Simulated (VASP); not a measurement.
# HfW in VASP: further runs

Runs on HfW. Level: r2SCAN. Tasks: single point.

Everything below comes from runs of VASP 6.6.1. Logs are shortened: lines on timing, memory, paths and dates and some standing lists are left out, and cuts for length are marked.

### 1 The cell of the first run

The typed cell holds 2 atoms: a = 3.412 Å, b = 3.412 Å, c = 3.323 Å, α = 90.00°, β = 90.00°, γ = 60.00°.

### 2 Single point, r2SCAN

Contents of POSCAR:

```
HfW
1.0
    1.7060366600      2.9549402300      0.0000000000
   -1.7060366600      2.9549402300      0.0000000000
    0.0000000000      0.0000000000      3.3232341100
W Hf
1 1
Direct
    0.0000000000      0.0000000000      0.0000000000
    0.6667000000      0.6666000000      0.5000000000
```

Contents of INCAR.step1:

```
SYSTEM = HfW
ALGO = Normal
EDIFF = 1E-4
ENCUT = 520
GGA = PE
ISMEAR = -1
LASPH = .True.
LCHARG = .False.
LREAL = .False.
LWAVE = .True.
NBANDS = 19
NELM = 100
PREC = Accurate
SIGMA = 0.0118
```

Contents of INCAR.step2:

```
SYSTEM = HfW
ALGO = Normal
EDIFF = 1E-6
ENCUT = 520
ISIF = 2
ISMEAR = -1
ISTART = 1
LASPH = .True.
LCHARG = .True.
LELF = .True.
LMIXTAU = .True.
LREAL = .False.
LVHAR = .True.
LWAVE = .False.
METAGGA = R2SCAN
NBANDS = 19
NELM = 100
PREC = Accurate
SIGMA = 0.0118
```

Contents of KPOINTS:

```
k-points
0
Gamma
  6 6 5
  0 0 0
```

Potentials or basis: VASP PAW PBE potentials, release 64 (W_sv, Hf_pv).

On the command line:

```sh
$ cat potpaw_PBE.64/W_sv/POTCAR potpaw_PBE.64/Hf_pv/POTCAR > POTCAR
$ cp INCAR.step1 INCAR
$ mpirun -np 1 vasp_std > vasp.out
$ cp INCAR.step2 INCAR
$ mpirun -np 1 vasp_std > vasp.out
```

OUTCAR:

```text
SYSTEM = HfW
   EDIFF = 1E-6
   ENCUT = 520
   ISIF = 2
   ISMEAR = -1
   ISTART = 1
   LASPH = .True.
   LREAL = .False.
   METAGGA = R2SCAN
   NELM = 100
   PREC = Accurate

 ion  position               nearest neighbor table
   1  0.000  0.000  0.000-   2 2.58   2 2.58   2 2.58   2 2.58   2 2.58   2 2.58
   2  0.667  0.667  0.500-   1 2.58   1 2.58   1 2.58   1 2.58   1 2.58   1 2.58

  LATTYP: Found a hexagonal cell.
 ALAT       =     3.4120716358
 C/A-ratio  =     0.9739637571

  Lattice vectors:

 A1 = (   1.7060366600,  -2.9549402300,   0.0000000000)
 A2 = (   1.7060366600,   2.9549402300,   0.0000000000)
 A3 = (   0.0000000000,   0.0000000000,   3.3232341100)

Analysis of symmetry for initial positions (statically):
=====================================================================
 Subroutine PRICEL returns:
 Original cell was already a primitive cell.

 Routine SETGRP: Setting up the symmetry group for a
 hexagonal supercell.

 Subroutine GETGRP returns: Found  4 space group operations
 (whereof  4 operations were pure point group operations)
 out of a pool of 24 trial point group operations.

The static configuration has the point symmetry C_2v.

Analysis of symmetry for dynamics (positions and initial velocities):
=====================================================================
 Subroutine PRICEL returns:
 Original cell was already a primitive cell.

 Routine SETGRP: Setting up the symmetry group for a
 hexagonal supercell.

 Subroutine GETGRP returns: Found  4 space group operations
 (whereof  4 operations were pure point group operations)
 out of a pool of 24 trial point group operations.

The dynamic configuration has the point symmetry C_2v.

 Subroutine INISYM returns: Found  4 space group operations
 (whereof  4 operations are pure point group operations),
 and found     1 'primitive' translations

----------------------------------------------------------------------------------------

                                     Primitive cell

  volume of cell :      33.5064

  direct lattice vectors                    reciprocal lattice vectors
     1.706036660  2.954940230  0.000000000     0.293076938  0.169208160  0.000000000
    -1.706036660  2.954940230  0.000000000    -0.293076938  0.169208160  0.000000000
     0.000000000  0.000000000  3.323234110     0.000000000  0.000000000  0.300911692

  length of vectors
     3.412071636  3.412071636  3.323234110     0.338416153  0.338416153  0.300911692

  position of ions in fractional coordinates (direct lattice)
     0.000000000  0.000000000  0.000000000
     0.666700000  0.666600000  0.500000000

  ion indices of the primitive-cell ions
   primitive index   ion index
                 1           1
                 2           2

----------------------------------------------------------------------------------------

 KPOINTS: k-points

Automatic generation of k-mesh.
 Grid dimensions read from file:
 generate k-points for:    6    6    5

 Generating k-lattice:

  Cartesian coordinates                     Fractional coordinates (reciprocal lattice)
     0.048846156  0.028201360  0.000000000     0.166666667  0.000000000  0.000000000
    -0.048846156  0.028201360  0.000000000     0.000000000  0.166666667  0.000000000
     0.000000000  0.000000000  0.060182338     0.000000000  0.000000000  0.200000000

  Length of vectors
     0.056402692  0.056402692  0.060182338

  Shift w.r.t. Gamma in fractional coordinates (k-lattice)
     0.000000000  0.000000000  0.000000000

 Subroutine IBZKPT returns following result:
 ===========================================

 Found     39 irreducible k-points:

 Following reciprocal coordinates:
            Coordinates               Weight
  0.000000  0.000000  0.000000      1.000000
  0.166667  0.000000  0.000000      4.000000
  0.000000  0.166667  0.000000      2.000000
  0.333333  0.000000  0.000000      4.000000
  0.000000  0.333333  0.000000      2.000000
  0.500000  0.000000  0.000000      2.000000
[... 16 lines left out ...]
  0.500000  0.166667  0.200000      8.000000
  0.333333  0.500000  0.200000      8.000000
 [... further k-points ...]
   k-points           NKPTS =     39   k-points in BZ     NKDIM =     39   number of bands    NBANDS=     19
   number of dos      NEDOS =    301   number of ions     NIONS =      2
   total plane-waves  NPLWV =  21952
   dimension x,y,z NGX =    28 NGY =   28 NGZ =   28
   dimension x,y,z NGXF=    56 NGYF=   56 NGZF=   56
   ions per type =               1   1
   NGX,Y,Z   is equivalent  to a cutoff of  13.64, 13.64, 14.01 a.u.
   NGXF,Y,Z  is equivalent  to a cutoff of  27.28, 27.28, 28.01 a.u.
 SYSTEM =  HfW
   PREC   = accura    normal or accurate (medium, high low for compatibility)
   ISTART =      1    job   : 0-new  1-cont  2-samecut
   ICHARG =      0    charge: 1-file 2-atom 10-const
   ISPIN  =      1    spin polarized calculation?
   LNONCOLLINEAR =      F non collinear calculations
   LSORBIT =      F    spin-orbit coupling
   LASPH  =      T    aspherical Exc in radial PAW
   ENCUT  =  520.0 eV  38.22 Ry    6.18 a.u.   6.34  6.34  6.18*2*pi/ulx,y,z
   NELM   =    100;   NELMIN=  2; NELMDL=  0     # of ELM steps
   EDIFF  = 0.1E-05   stopping-criterion for ELM
   LREAL  =      F    real-space projection
   EDIFFG = 0.1E-04   stopping-criterion for IOM
   NSW    =      0    number of steps for IOM
   IBRION =     -1    ionic relax: 0-MD 1-quasi-New 2-CG
   NFREE  =      0    steps in history (QN), initial steepest desc. (CG)
   ISIF   =      2    stress and relaxation
   ISYM   =      2    0-nonsym 1-usesym 2-fastsym
   POTIM  = 0.5000    time-step for ionic-motion
   TEBEG  =    0.0;   TEEND  =   0.0 temperature during run
   PSTRESS=    0.0 pullay stress
   NELECT =      24.0000    total number of electrons
   NUPDOWN=      -1.0000    fix difference up-down
   EMIN   =  10.00;   EMAX   =-10.00  energy-range for DOS
   EFERMI =   0.00;   METHOD = LEGACY
   ISMEAR =    -1;   SIGMA  =   0.01  broadening in eV -4-tet -1-fermi 0-gaus
   EFERMI_NEDOS =   21; number of points for ismear=-14 and -15
   IALGO  =     38    algorithm
   IMIX   =      4    mixing-type and parameters
     AMIX     =   0.40;   BMIX     =  1.00
     AMIX_MAG =   1.60;   BMIX_MAG =  1.00
  volume/ion in A,a.u.               =      16.75       113.06
  Fermi-wavevector in a.u.,A,eV,Ry     =   1.464769  2.768013 29.191970  2.145549
  Thomas-Fermi vector in A             =   2.580706
   LORBIT       =      0    0 simple, 1 ext, 2 COOP (PROOUT), +10 PAW based schemes
   METAGGA = R2SCAN    functional components
   LHFCALC =     F    Hartree Fock is set to
   AEXX    =    0.0000 exact exchange contribution
   IVDW    =     0    specifies the selected vdW correction
   LEPSILON=     F    determine dielectric tensor
   LRPA    =     F    only Hartree local field effects (RPA)
 non-spin polarized calculation
  energy-cutoff  :      520.00
  volume of cell :       33.51
 maximum number of plane-waves:       930
 NGX is ok and might be reduce to    28
   NGX = 13   NGY = 13   NGZ = 13

 number of electron      24.0000000 magnetization

 Free energy of the ion-electron system (eV)
  ---------------------------------------------------
  ext. energy  EPLUGINS =         0.00000000
  ---------------------------------------------------
  free energy    TOTEN  =       -93.81022706 eV

  energy without entropy =      -93.80749408  energy(sigma->0) =      -93.80886057

 E-fermi :   7.9155     XC(G=0): -13.9654

 val. band max:        7.8895006606   @ k =   0.3333   0.1667   0.0000
 cond. band min:       7.9201154847   @ k =   0.5000   0.1667   0.4000
 fundamental gap:      0.0306148241
 Fermi energy:         7.9155041783

 k-point     1 :       0.0000    0.0000    0.0000
  band No.  band energies     occupation
      1     -66.8446      2.00000
      2     -30.6244      2.00000
      3     -30.6243      2.00000
      4     -30.5790      2.00000
      5     -22.3387      2.00000
      6     -22.3387      2.00000
[... 11 lines left out ...]
     18      14.6144      0.00000
     19      17.3418      0.00000

 k-point     2 :       0.1667    0.0000    0.0000
  band No.  band energies     occupation
      1     -66.8437      2.00000
      2     -30.6599      2.00000
      3     -30.6419      2.00000
      4     -30.5567      2.00000
      5     -22.4404      2.00000
      6     -22.3426      2.00000
[... 11 lines left out ...]
     18      15.3906      0.00000
     19      20.3356      0.00000

 k-point     3 :       0.0000    0.1667    0.0000
  band No.  band energies     occupation
      1     -66.8437      2.00000
      2     -30.6599      2.00000
      3     -30.6418      2.00000
      4     -30.5567      2.00000
      5     -22.4404      2.00000
      6     -22.3426      2.00000
[... 11 lines left out ...]
     18      15.3888      0.00000
     19      20.3363      0.00000

 k-point     4 :       0.3333    0.0000    0.0000
  band No.  band energies     occupation
      1     -66.8417      2.00000
      2     -30.7312      2.00000
      3     -30.6768      2.00000
      4     -30.5113      2.00000
      5     -22.6340      2.00000
      6     -22.3560      2.00000
[... 11 lines left out ...]
     18      16.8894      0.00000
     19      18.7617      0.00000

 k-point     5 :       0.0000    0.3333    0.0000
  band No.  band energies     occupation
      1     -66.8417      2.00000
      2     -30.7312      2.00000
      3     -30.6767      2.00000
      4     -30.5113      2.00000
      5     -22.6341      2.00000
      6     -22.3561      2.00000
[... 11 lines left out ...]
     18      16.8881      0.00000
     19      18.7610      0.00000
[... 334 lines left out ...]
      2     -30.7294      2.00000
      3     -30.6601      2.00000
      4     -30.5712      2.00000
      5     -22.5771      2.00000
      6     -22.4247      2.00000
[... 11 lines left out ...]
     18      17.2367      0.00000
     19      19.0285      0.00000

 k-point    22 :       0.1667    0.3333    0.2000
  band No.  band energies     occupation
      1     -66.8408      2.00000
      2     -30.7295      2.00000
      3     -30.6600      2.00000
      4     -30.5712      2.00000
      5     -22.5772      2.00000
      6     -22.4247      2.00000
[... 11 lines left out ...]
     18      17.2366      0.00000
     19      19.0275      0.00000

 k-point    23 :       0.5000    0.1667    0.2000
  band No.  band energies     occupation
      1     -66.8387      2.00000
      2     -30.7792      2.00000
      3     -30.6943      2.00000
      4     -30.5736      2.00000
      5     -22.6289      2.00000
      6     -22.4578      2.00000
[... 11 lines left out ...]
     18      15.6997      0.00000
     19      16.1837      0.00000

 k-point    24 :       0.3333    0.5000    0.2000
  band No.  band energies     occupation
      1     -66.8387      2.00000
      2     -30.7792      2.00000
      3     -30.6943      2.00000
      4     -30.5735      2.00000
      5     -22.6289      2.00000
      6     -22.4579      2.00000
[... 11 lines left out ...]
     18      15.6998      0.00000
     19      16.1848      0.00000

 [... further k-points ...]

------------------------ aborting loop because EDIFF is reached ----------------------------------------

  FORCE on cell =-STRESS in cart. coord.  units (eV):
  Direction    XX          YY          ZZ          XY          YZ          ZX
  --------------------------------------------------------------------------------------
  -------------------------------------------------------------------------------------
  Total        5.5533382      5.5522371     14.3352449     -0.0009472      0.0000000      0.0000000
  in kB      265.5441322    265.4914810    685.4688214     -0.0452946      0.0000000      0.0000000
  external PRESSURE =     405.5014782 kB  Pullay stress =       0.0000000 kB

 VOLUME and BASIS-vectors are now :
 -----------------------------------------------------------------------------
  energy-cutoff  :      520.00
  volume of cell :       33.51
      direct lattice vectors                 reciprocal lattice vectors
     1.706036660  2.954940230  0.000000000     0.293076938  0.169208160  0.000000000
    -1.706036660  2.954940230  0.000000000    -0.293076938  0.169208160  0.000000000
     0.000000000  0.000000000  3.323234110     0.000000000  0.000000000  0.300911692

 POSITION                                       TOTAL-FORCE (eV/Angst)
 -----------------------------------------------------------------------------------
      0.00000      0.00000      0.00000         0.000010     -0.000006      0.000000
      0.00017      3.93982      1.66162        -0.000010      0.000006      0.000000
 -----------------------------------------------------------------------------------
    total drift:                                0.000009      0.000014      0.000000

  FREE ENERGIE OF THE ION-ELECTRON SYSTEM (eV)
  ---------------------------------------------------
  free  energy   TOTEN  =       -93.8102270646 eV

  energy  without entropy=      -93.8074940796  energy(sigma->0) =      -93.80886057
```

Run time: 41 s. Hardware: 1 thread of Intel Xeon 6975P-C (Granite Rapids), shared host; peak memory 0.18 GiB.

What came out:

* Free energy: -93.8102 eV
* Pressure: 40.6 GPa
* Band gap on the k mesh: zero (bands 12 and 13 overlap by 3.03 eV)

Caveat: the k points lie up to 0.38 Å⁻¹ apart, too coarse for converged energies and pressures of a metal; the PAW data sets were made with another functional, which shifts forces and pressure a little; spin-orbit coupling is left out, which moves the levels of the heavy elements.

### 3 Single point, r2SCAN, collinear spin

POSCAR is that of step 2.

Contents of INCAR.step1:

```
PREC = Accurate
ENCUT = 520
ISMEAR = -1
SIGMA = 0.0118
LREAL = F
LASPH = T
NELM = 150
ISPIN = 2
MAGMOM = 0.13 0.04
LMAXMIX = 4
NBANDS = 23
GGA = PE
ALGO = Normal
EDIFF = 1E-4
LWAVE = T
LCHARG = F
```

Contents of INCAR.step2:

```
PREC = Accurate
ENCUT = 520
EDIFF = 1E-6
ISMEAR = -1
SIGMA = 0.0118
LREAL = F
LASPH = T
NELM = 150
ALGO = Normal
ISIF = 2
LWAVE = F
LCHARG = T
ISPIN = 2
MAGMOM = 0.13 0.04
LORBIT = 11
LMAXMIX = 4
METAGGA = R2SCAN
LMIXTAU = T
LELF = T
LVHAR = T
NBANDS = 23
ISTART = 1
```

Contents of KPOINTS:

```
regular mesh
0
Gamma
  6 6 5
```

Potentials or basis: VASP PAW PBE potentials, release 64 (W_sv, Hf_pv).

On the command line:

```sh
$ cat potpaw_PBE.64/W_sv/POTCAR potpaw_PBE.64/Hf_pv/POTCAR > POTCAR
$ cp INCAR.step1 INCAR
$ mpirun -np 1 vasp_std > vasp.out
$ cp INCAR.step2 INCAR
$ mpirun -np 1 vasp_std > vasp.out
```

Wall time 99 s (1 thread of Intel Xeon 6975P-C (Granite Rapids), shared host); peak memory 0.21 GiB.

The run converged. Its results:

| Quantity | Value |
| --- | --- |
| Free energy | -93.8135 eV |
| Pressure | 40.7 GPa |
| Net moment | -0.25 μB per cell |
| Site moments | W -0.15; Hf -0.07 μB |
| Valence electrons inside the program's atomic spheres | W 12.42; Hf 9.19 |

Forces in eV/Å, atoms in the order of the input:
```
W    0.002 -0.001  0.000
Hf  -0.002  0.001  0.000
```

Stress tensor (GPa, compression positive):
```
27.14 -0.01  0.00
-0.01 27.12  0.00
 0.00  0.00 67.86
```

Levels at points of the mesh, in eV from the Fermi level:
Spin up:
```tsv
k point	band 10	band 11	band 12	band 13	band 14	band 15
(0.00, 0.00, 0.00)	-0.77	-0.77	-0.12	-0.12	2.52	2.52
(0.50, 0.00, 0.00)	-1.90	-1.38	-0.96	1.93	3.18	5.02
(0.00, 0.50, 0.00)	-1.90	-1.38	-0.96	1.93	3.18	5.02
```
Spin down:
```csv
k point,band 10,band 11,band 12,band 13,band 14,band 15
"(0.00, 0.00, 0.00)",-0.87,-0.87,-0.26,-0.26,2.42,2.42
"(0.50, 0.00, 0.00)",-1.95,-1.51,-1.08,1.83,3.08,4.93
"(0.00, 0.50, 0.00)",-1.95,-1.51,-1.08,1.83,3.08,4.93
```

Caveat: the k points lie up to 0.38 Å⁻¹ apart; an empty level that is flat over the whole mesh can mark a ghost state of the potentials, or a narrow d or f band; the PAW data sets were made with another functional, which shifts forces and pressure a little; spin-orbit coupling is left out, which moves the levels of the heavy elements.

### 4 Single point, r2SCAN

POSCAR is that of step 3.

Contents of INCAR.step1:

```
SYSTEM = HfW
PREC = Accurate
ENCUT = 520
ISMEAR = -1
SIGMA = 0.0118
LREAL = .FALSE.
LASPH = .TRUE.
NELM = 100
ISYM = 0
NBANDS = 19
GGA = PE
ALGO = Normal
EDIFF = 1E-4
LWAVE = .TRUE.
LCHARG = .FALSE.
```

Contents of INCAR.step2:

```
SYSTEM = HfW
PREC = Accurate
ENCUT = 520
EDIFF = 1E-7
ISMEAR = -1
SIGMA = 0.0118
LREAL = .FALSE.
LASPH = .TRUE.
NELM = 100
ALGO = Normal
ISIF = 2
LWAVE = .FALSE.
LCHARG = .FALSE.
METAGGA = R2SCAN
LMIXTAU = .TRUE.
ISYM = 0
NBANDS = 19
ISTART = 1
```

Contents of KPOINTS:

```
Automatic mesh
0
G
  6 6 5
  0 0 0
```

On the command line:

```sh
$ cat potpaw_PBE.64/W_sv/POTCAR potpaw_PBE.64/Hf_pv/POTCAR > POTCAR
$ cp INCAR.step1 INCAR
$ mpirun -np 1 vasp_std > vasp.out
$ cp INCAR.step2 INCAR
$ mpirun -np 1 vasp_std > vasp.out
```

It took 99 s on 1 thread of Intel Xeon 6975P-C (Granite Rapids), shared host; peak memory 0.2 GiB.

Results (log left out):

- Free energy: -93.8102 eV
- Pressure: 40.5 GPa
- Band gap on the k mesh: zero (bands 12 and 13 overlap by 3.03 eV)

Stress tensor (GPa, compression positive):
```
26.55  0.00  0.00
 0.00 26.54  0.00
 0.00  0.00 68.54
```

Levels at points of the mesh, in eV from the Fermi level:
```
           k point  band 8  band 9  band 10  band 11  band 12  band 13  band 14  band 15  band 16  band 17
(0.00, 0.00, 0.00)   -8.13   -5.04    -0.83    -0.83    -0.20    -0.20     2.45     2.45     4.17     6.70
(0.50, 0.00, 0.00)   -4.80   -4.31    -1.94    -1.46    -1.03     1.87     3.12     4.96     4.98     6.38
(0.50, 0.50, 0.00)   -4.80   -4.31    -1.94    -1.46    -1.03     1.87     3.12     4.96     4.98     6.38
(0.00, 0.50, 0.00)   -4.80   -4.31    -1.94    -1.46    -1.03     1.87     3.12     4.96     4.98     6.38
```

Caveat: the k points lie up to 0.38 Å⁻¹ apart, too coarse for converged energies and pressures of a metal; the PAW data sets were made with another functional, which shifts forces and pressure a little; spin-orbit coupling is left out, which moves the levels of the heavy elements.
